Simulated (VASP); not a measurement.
# MnO (Pm-3m) in VASP: settings compared

The runs below take MnO through single point, with PBEsol-based screened hybrid with 25 % exact exchange, r2SCAN0.

Program: VASP 6.6.1. These are calculated values, not measurements. Logs are shortened: lines on timing, memory, paths and dates and some standing lists are left out, and cuts for length are marked.

## 1. The cell of the first run

The structure is cubic, space group Pm-3m (No. 221). Conventional cell: a = 2.672 Å, b = 2.672 Å, c = 2.672 Å, α = 90.00°, β = 90.00°, γ = 90.00°. Mn (site symmetry m-3m) has 8 O at 2.31 Å and 6 Mn at 2.67 Å within 3.1 Å. Within 3.1 Å of O (site symmetry m-3m) lie 8 Mn at 2.31 Å and 6 O at 2.67 Å.

## 2. Single point, PBEsol-based screened hybrid with 25 % exact exchange, collinear spin, ferromagnetic start

POSCAR

```
MnO
1.0
    2.6723886600      0.0000000000      0.0000000000
    0.0000000000      2.6723886600      0.0000000000
    0.0000000000      0.0000000000      2.6723886600
Mn O
1 1
Direct
    0.0000000000      0.0000000000      0.0000000000
    0.5000000000      0.5000000000      0.5000000000
```

INCAR.step1

```
SYSTEM = MnO
  ALGO = Normal
  EDIFF = 1E-5
  ENCUT = 520
  GGA = PE
  ISIF = 2
  ISMEAR = -1
  ISPIN = 2
  LASPH = .True.
  LCHARG = .False.
  LMAXMIX = 4
  LORBIT = 11
  LREAL = .False.
  LWAVE = .True.
  MAGMOM = 4 0
  NBANDS = 20
  NELM = 150
  PREC = Accurate
  SIGMA = 0.05
```

INCAR.step2

```
SYSTEM = MnO
  AEXX = 0.25
  ALGO = Normal
  EDIFF = 1E-6
  ENCUT = 520
  GGA = PS
  HFSCREEN = 0.207
  ISIF = 2
  ISMEAR = -1
  ISPIN = 2
  ISTART = 1
  LASPH = .True.
  LCHARG = .False.
  LHFCALC = .True.
  LMAXMIX = 4
  LORBIT = 11
  LREAL = .False.
  LWAVE = .False.
  MAGMOM = 4 0
  NBANDS = 20
  NELM = 150
  PREC = Accurate
  PRECFOCK = Normal
  SIGMA = 0.05
```

KPOINTS

```
k-points
0
Gamma
  5 5 5
  0 0 0
```

Potentials or basis: VASP PAW PBE potentials, release 64 (Mn_pv, O).

Started as:

```console
cat potpaw_PBE.64/Mn_pv/POTCAR potpaw_PBE.64/O/POTCAR > POTCAR
cp INCAR.step1 INCAR
mpirun -np 1 vasp_std > vasp.out
cp INCAR.step2 INCAR
mpirun -np 1 vasp_std > vasp.out
```

OUTCAR:

```text
SYSTEM = MnO
   AEXX = 0.25
   EDIFF = 1E-6
   ENCUT = 520
   GGA = PS
   HFSCREEN = 0.207
   ISIF = 2
   ISMEAR = -1
   ISPIN = 2
   ISTART = 1
   LASPH = .True.
   LHFCALC = .True.
   LORBIT = 11
   LREAL = .False.
   NELM = 150
   PREC = Accurate
   PRECFOCK = Normal

 ion  position               nearest neighbor table
   1  0.000  0.000  0.000-   2 2.31   2 2.31   2 2.31   2 2.31   2 2.31   2 2.31   2 2.31   2 2.31

   2  0.500  0.500  0.500-   1 2.31   1 2.31   1 2.31   1 2.31   1 2.31   1 2.31   1 2.31   1 2.31

  LATTYP: Found a simple cubic cell.
 ALAT       =     2.6723886600

  Lattice vectors:

 A1 = (   2.6723886600,   0.0000000000,   0.0000000000)
 A2 = (   0.0000000000,   2.6723886600,   0.0000000000)
 A3 = (   0.0000000000,   0.0000000000,   2.6723886600)

Analysis of symmetry for initial positions (statically):
=====================================================================
 Subroutine PRICEL returns:
 Original cell was already a primitive cell.

 Routine SETGRP: Setting up the symmetry group for a
 simple cubic supercell.

 Subroutine GETGRP returns: Found 48 space group operations
 (whereof 48 operations were pure point group operations)
 out of a pool of 48 trial point group operations.

The static configuration has the point symmetry O_h .

Analysis of symmetry for dynamics (positions and initial velocities):
=====================================================================
 Subroutine PRICEL returns:
 Original cell was already a primitive cell.

 Routine SETGRP: Setting up the symmetry group for a
 simple cubic supercell.

 Subroutine GETGRP returns: Found 48 space group operations
 (whereof 48 operations were pure point group operations)
 out of a pool of 48 trial point group operations.

The dynamic configuration has the point symmetry O_h .

Analysis of structural, dynamic, and magnetic symmetry:
=====================================================================
 Subroutine PRICEL returns:
 Original cell was already a primitive cell.

 Routine SETGRP: Setting up the symmetry group for a
 simple cubic supercell.

 Subroutine GETGRP returns: Found 48 space group operations
 (whereof 48 operations were pure point group operations)
 out of a pool of 48 trial point group operations.

The overall configuration has the point symmetry O_h .

 Subroutine INISYM returns: Found 48 space group operations
 (whereof 48 operations are pure point group operations),
 and found     1 'primitive' translations

[... 110 lines left out ...]
   NKREDZ  =     1    reduce k-point grid by
   AEXX    =    0.2500 exact exchange contribution
   HFSCREEN=    0.2070 screening length (either q_TF or 0.3 A-1)
   HFSCREENC=   0.2070 screening length for correlation (either q_TF or 0.3 A-1)
   ENCUTFOCK=  -1.0 apply spherical cutoff to Coloumb kernel
   IVDW    =     0    specifies the selected vdW correction
   LEPSILON=     F    determine dielectric tensor
   LRPA    =     F    only Hartree local field effects (RPA)
 spin polarized calculation
  energy-cutoff  :      520.00
  volume of cell :       19.09
 maximum number of plane-waves:       521
 NGX is ok and might be reduce to    20
  NGX = 16; NGY = 16; NGZ = 16

 number of electron      19.0000027 magnetization       4.9944801

 Free energy of the ion-electron system (eV)
  ---------------------------------------------------
  ext. energy  EPLUGINS =         0.00000000
  ---------------------------------------------------
  free energy    TOTEN  =       -23.08827958 eV

  energy without entropy =      -23.08827958  energy(sigma->0) =      -23.08827958

 E-fermi :   8.1585     XC(G=0): -10.5398

 val. band max:        7.0934276340   @ k =   0.4000   0.0000   0.0000
 cond. band min:       9.0839473830   @ k =   0.0000   0.0000   0.0000
 fundamental gap:      1.9905197490
 Fermi energy:         8.1584911242

 spin component 1

 k-point     1 :       0.0000    0.0000    0.0000
  band No.  band energies     occupation
      1     -46.3586      1.00000
      2     -46.3586      1.00000
      3     -46.3586      1.00000
      4     -14.2379      1.00000
      5       1.7051      1.00000
      6       1.7051      1.00000
[... 206 lines left out ...]
      6      -0.5020      1.00000
[... 12 lines left out ...]
     19      30.1551      0.00000
     20      42.7822      0.00000
 Fermi energy:         8.1584911242

 spin component 2

 k-point     1 :       0.0000    0.0000    0.0000
  band No.  band energies     occupation
      1     -39.6735      1.00000
      2     -39.6735      1.00000
      3     -39.6735      1.00000
      4     -13.5731      1.00000
      5       5.3483      1.00000
      6       5.3483      1.00000
[... 219 lines left out ...]
     19      32.1400      0.00000
     20      43.3786      0.00000

------------------------ aborting loop because EDIFF is reached ----------------------------------------

  FORCE on cell =-STRESS in cart. coord.  units (eV):
  Direction    XX          YY          ZZ          XY          YZ          ZX
  --------------------------------------------------------------------------------------
  -------------------------------------------------------------------------------------
  Total        1.3646619      1.3646619      1.3646619     -0.0000000     -0.0000000      0.0000000
  in kB      114.5610000    114.5610000    114.5610000     -0.0000000     -0.0000000      0.0000000
  external PRESSURE =     114.5610000 kB  Pullay stress =       0.0000000 kB

 VOLUME and BASIS-vectors are now :
 -----------------------------------------------------------------------------
  energy-cutoff  :      520.00
  volume of cell :       19.09
      direct lattice vectors                 reciprocal lattice vectors
     2.672388660  0.000000000  0.000000000     0.374197068  0.000000000  0.000000000
     0.000000000  2.672388660  0.000000000     0.000000000  0.374197068  0.000000000
     0.000000000  0.000000000  2.672388660     0.000000000  0.000000000  0.374197068

 POSITION                                       TOTAL-FORCE (eV/Angst)
 -----------------------------------------------------------------------------------
      0.00000      0.00000      0.00000         0.000000      0.000000      0.000000
      1.33619      1.33619      1.33619         0.000000      0.000000      0.000000
 -----------------------------------------------------------------------------------
    total drift:                               -0.000000      0.000000     -0.000000

  FREE ENERGIE OF THE ION-ELECTRON SYSTEM (eV)
  ---------------------------------------------------
  free  energy   TOTEN  =       -23.0882795838 eV

  energy  without entropy=      -23.0882795836  energy(sigma->0) =      -23.08827958

 total charge

# of ion       s       p       d       tot
------------------------------------------
    1        0.210   6.196   4.968  11.374
    2        1.562   3.467   0.000   5.029
--------------------------------------------------
tot          1.772   9.663   4.968  16.402

 magnetization (x)

# of ion       s       p       d       tot
------------------------------------------
    1        0.025   0.033   4.513   4.571
    2        0.026   0.201   0.000   0.227
--------------------------------------------------
tot          0.051   0.233   4.513   4.798
```

Run time: 14 min. Hardware: 1 thread of Intel Xeon Platinum 8259CL at 2.50GHz (Skylake/Cascade Lake), shared host; peak memory 0.24 GiB.

Results:

```yaml
Free_energy: -23.0883 eV
Pressure: 11.5 GPa
Band_gap_on_the_k_mesh: 1.99 eV (least direct gap 2.99 eV)
Net_moment: 4.99 μB per cell
Site_moments: Mn +4.57; O +0.23 μB
Valence_electrons_inside_the_program's_atomic_spheres: Mn 11.37; O 5.03
```

Levels at points of the mesh, in eV from the valence-band top:
Spin up:
```tsv
k point	band 8	band 9	band 10	band 11	band 12	band 13	band 14	band 15	band 16	band 17
(0.00, 0.00, 0.00)	-2.71	-2.71	-2.52	-2.52	-2.52	1.99	16.84	16.84	21.86	21.86
```
Spin down:
| k point | band 3 | band 4 | band 5 | band 6 | band 7 | band 8 | band 9 | band 10 | band 11 | band 12 |
| --- | --- | --- | --- | --- | --- | --- | --- | --- | --- | --- |
| (0.00, 0.00, 0.00) | -46.77 | -20.67 | -1.75 | -1.75 | -1.75 | 2.17 | 2.17 | 3.92 | 6.31 | 6.31 |

Caveat: the k points lie up to 0.47 Å⁻¹ apart; the PAW data sets were made with another functional, which shifts forces and pressure a little; an odd mesh through Γ misses points on the zone boundary, where band edges can lie; a cell with one magnetic atom can't hold antiferromagnetic order, which such compounds often take.

## 3. Single point, r2SCAN0, collinear spin, ferromagnetic start

POSCAR is that of step 2.

INCAR.step1

```
PREC = Accurate
ENCUT = 520
EDIFF = 1E-5
ISMEAR = -1
SIGMA = 0.05
LREAL = F
LASPH = T
NELM = 150
ALGO = Normal
ISIF = 2
LWAVE = T
LCHARG = F
ISPIN = 2
MAGMOM = 4 0
LORBIT = 11
LMAXMIX = 4
NBANDS = 20
GGA = PE
```

INCAR.step2

```
PREC = Accurate
ENCUT = 520
EDIFF = 1E-7
ISMEAR = -1
SIGMA = 0.05
LREAL = F
LASPH = T
NELM = 150
ALGO = Normal
ISIF = 2
LWAVE = F
LCHARG = F
ISPIN = 2
MAGMOM = 4 0
LORBIT = 11
LMAXMIX = 4
METAGGA = R2SCAN
LHFCALC = T
AEXX = 0.25
LMIXTAU = T
PRECFOCK = Normal
NBANDS = 20
ISTART = 1
```

KPOINTS

```
Automatic mesh
0
Gamma
  5 5 5
```

Potentials or basis: VASP PAW PBE potentials, release 64 (Mn_pv, O).

Started as:

```console
cat potpaw_PBE.64/Mn_pv/POTCAR potpaw_PBE.64/O/POTCAR > POTCAR
cp INCAR.step1 INCAR
mpirun -np 1 vasp_std > vasp.out
cp INCAR.step2 INCAR
mpirun -np 1 vasp_std > vasp.out
```

OUTCAR:

```text
PREC = Accurate
   ENCUT = 520
   EDIFF = 1E-7
   ISMEAR = -1
   LREAL = F
   LASPH = T
   NELM = 150
   ISIF = 2
   ISPIN = 2
   LORBIT = 11
   METAGGA = R2SCAN
   LHFCALC = T
   AEXX = 0.25
   PRECFOCK = Normal
   ISTART = 1

 ion  position               nearest neighbor table
   1  0.000  0.000  0.000-   2 2.31   2 2.31   2 2.31   2 2.31   2 2.31   2 2.31   2 2.31   2 2.31

   2  0.500  0.500  0.500-   1 2.31   1 2.31   1 2.31   1 2.31   1 2.31   1 2.31   1 2.31   1 2.31

  LATTYP: Found a simple cubic cell.
 ALAT       =     2.6723886600

  Lattice vectors:

 A1 = (   2.6723886600,   0.0000000000,   0.0000000000)
 A2 = (   0.0000000000,   2.6723886600,   0.0000000000)
 A3 = (   0.0000000000,   0.0000000000,   2.6723886600)

Analysis of symmetry for initial positions (statically):
=====================================================================
 Subroutine PRICEL returns:
 Original cell was already a primitive cell.

 Routine SETGRP: Setting up the symmetry group for a
 simple cubic supercell.

 Subroutine GETGRP returns: Found 48 space group operations
 (whereof 48 operations were pure point group operations)
 out of a pool of 48 trial point group operations.

The static configuration has the point symmetry O_h .

Analysis of symmetry for dynamics (positions and initial velocities):
=====================================================================
 Subroutine PRICEL returns:
 Original cell was already a primitive cell.

 Routine SETGRP: Setting up the symmetry group for a
 simple cubic supercell.

 Subroutine GETGRP returns: Found 48 space group operations
 (whereof 48 operations were pure point group operations)
 out of a pool of 48 trial point group operations.

The dynamic configuration has the point symmetry O_h .

Analysis of structural, dynamic, and magnetic symmetry:
=====================================================================
[... 145 lines left out ...]
  ext. energy  EPLUGINS =         0.00000000
  ---------------------------------------------------
  free energy    TOTEN  =       -30.48465875 eV

  energy without entropy =      -30.48465875  energy(sigma->0) =      -30.48465875

 E-fermi :   7.8193     XC(G=0): -10.4662

 val. band max:        6.4685386547   @ k =   0.4000   0.0000   0.0000
 cond. band min:       9.8009497109   @ k =   0.0000   0.0000   0.0000
 fundamental gap:      3.3324110562
 Fermi energy:         7.8193436768

 spin component 1

 k-point     1 :       0.0000    0.0000    0.0000
  band No.  band energies     occupation
      1     -48.5149      1.00000
      2     -48.5149      1.00000
      3     -48.5149      1.00000
      4     -15.3763      1.00000
      5       0.9952      1.00000
      6       0.9952      1.00000
[... 206 lines left out ...]
      6      -1.1103      1.00000
[... 12 lines left out ...]
     19      31.3658      0.00000
     20      40.2797      0.00000
 Fermi energy:         7.8193436768

 spin component 2

 k-point     1 :       0.0000    0.0000    0.0000
  band No.  band energies     occupation
      1     -40.6502      1.00000
      2     -40.6502      1.00000
      3     -40.6502      1.00000
      4     -14.7542      1.00000
      5       4.8719      1.00000
      6       4.8719      1.00000
[... 219 lines left out ...]
     19      33.5524      0.00000
     20      44.4943      0.00000

------------------------ aborting loop because EDIFF is reached ----------------------------------------

  FORCE on cell =-STRESS in cart. coord.  units (eV):
  Direction    XX          YY          ZZ          XY          YZ          ZX
  --------------------------------------------------------------------------------------
  -------------------------------------------------------------------------------------
  Total        1.6251404      1.6251404      1.6251404     -0.0000000      0.0000000      0.0000000
  in kB      136.4277192    136.4277192    136.4277192     -0.0000000      0.0000000      0.0000000
  external PRESSURE =     136.4277192 kB  Pullay stress =       0.0000000 kB

 VOLUME and BASIS-vectors are now :
 -----------------------------------------------------------------------------
  energy-cutoff  :      520.00
  volume of cell :       19.09
      direct lattice vectors                 reciprocal lattice vectors
     2.672388660  0.000000000  0.000000000     0.374197068  0.000000000  0.000000000
     0.000000000  2.672388660  0.000000000     0.000000000  0.374197068  0.000000000
     0.000000000  0.000000000  2.672388660     0.000000000  0.000000000  0.374197068

 POSITION                                       TOTAL-FORCE (eV/Angst)
 -----------------------------------------------------------------------------------
      0.00000      0.00000      0.00000         0.000000      0.000000      0.000000
      1.33619      1.33619      1.33619         0.000000      0.000000      0.000000
 -----------------------------------------------------------------------------------
    total drift:                                0.000000      0.000000     -0.000000

  FREE ENERGIE OF THE ION-ELECTRON SYSTEM (eV)
  ---------------------------------------------------
  free  energy   TOTEN  =       -30.4846587540 eV

  energy  without entropy=      -30.4846587540  energy(sigma->0) =      -30.48465875

 total charge

# of ion       s       p       d       tot
------------------------------------------
    1        0.206   6.184   4.967  11.358
    2        1.566   3.510   0.000   5.076
--------------------------------------------------
tot          1.773   9.694   4.967  16.434

 magnetization (x)

# of ion       s       p       d       tot
------------------------------------------
    1        0.022   0.028   4.555   4.605
    2        0.028   0.199   0.000   0.228
--------------------------------------------------
tot          0.050   0.227   4.555   4.832
```

OSZICAR.step1:

```text
N       E                     dE             d eps       ncg     rms          rms(c)
DAV:   1     0.162540880615E+03    0.16254E+03   -0.10259E+04   800   0.116E+03
DAV:   2    -0.978251433768E+01   -0.17232E+03   -0.16028E+03   840   0.330E+02
DAV:   3    -0.176688573465E+02   -0.78863E+01   -0.77502E+01   912   0.754E+01
DAV:   4    -0.177198433786E+02   -0.50986E-01   -0.50976E-01   896   0.622E+00
DAV:   5    -0.177202233804E+02   -0.38000E-03   -0.38000E-03   884   0.534E-01    0.136E+01
DAV:   6    -0.159116180782E+02    0.18086E+01   -0.89617E+00  1020   0.354E+01    0.128E+01
DAV:   7    -0.153246786477E+02    0.58694E+00   -0.21169E+00   912   0.211E+01    0.648E+00
DAV:   8    -0.152928417031E+02    0.31837E-01   -0.22804E-01   868   0.441E+00    0.416E+00
DAV:   9    -0.152915116597E+02    0.13300E-02   -0.75448E-02   948   0.374E+00    0.219E+00
DAV:  10    -0.152901859592E+02    0.13257E-02   -0.28464E-02   860   0.219E+00    0.111E+00
DAV:  11    -0.152893087498E+02    0.87721E-03   -0.56014E-03   956   0.916E-01    0.362E-01
DAV:  12    -0.152890888476E+02    0.21990E-03   -0.18365E-03  1012   0.422E-01    0.942E-02
DAV:  13    -0.152890946737E+02   -0.58261E-05   -0.14394E-04   836   0.104E-01    0.103E-01
DAV:  14    -0.152890737382E+02    0.20935E-04   -0.82502E-05   884   0.123E-01    0.497E-02
DAV:  15    -0.152890629682E+02    0.10770E-04   -0.20650E-05   784   0.534E-02    0.128E-02
DAV:  16    -0.152890631181E+02   -0.14995E-06   -0.87508E-06   484   0.246E-02
   1 F= -.15289063E+02 E0= -.15283194E+02  d E =-.117375E-01  mag=     4.0356
```

Wall time 31 min (1 thread of Intel Xeon Platinum 8259CL at 2.50GHz (Skylake/Cascade Lake), shared host); peak memory 0.14 GiB.

Results:

```
Free energy                                           : -30.4847 eV
Pressure                                              : 13.6 GPa
Band gap on the k mesh                                : 3.33 eV (least direct gap 4.73 eV)
Net moment                                            : 5.00 μB per cell
Site moments                                          : Mn +4.61; O +0.23 μB
Valence electrons inside the program's atomic spheres : Mn 11.36; O 5.08
```

Levels at points of the mesh, in eV from the valence-band top:
Spin up:
| k point | band 9 | band 10 | band 11 | band 12 | band 13 | band 14 | band 15 | band 16 |
| --- | --- | --- | --- | --- | --- | --- | --- | --- |
| (0.00, 0.00, 0.00) | -2.90 | -2.41 | -2.41 | -2.41 | 3.33 | 18.46 | 18.46 | 23.70 |
Spin down:
```tsv
k point	band 3	band 4	band 5	band 6	band 7	band 8	band 9	band 10	band 11	band 12
(0.00, 0.00, 0.00)	-47.12	-21.22	-1.60	-1.60	-1.60	3.87	3.87	5.59	8.15	8.15
```

Caveat: the k points lie up to 0.47 Å⁻¹ apart; the PAW data sets were made with another functional, which shifts forces and pressure a little; an odd mesh through Γ misses points on the zone boundary, where band edges can lie; a cell with one magnetic atom can't hold antiferromagnetic order, which such compounds often take.
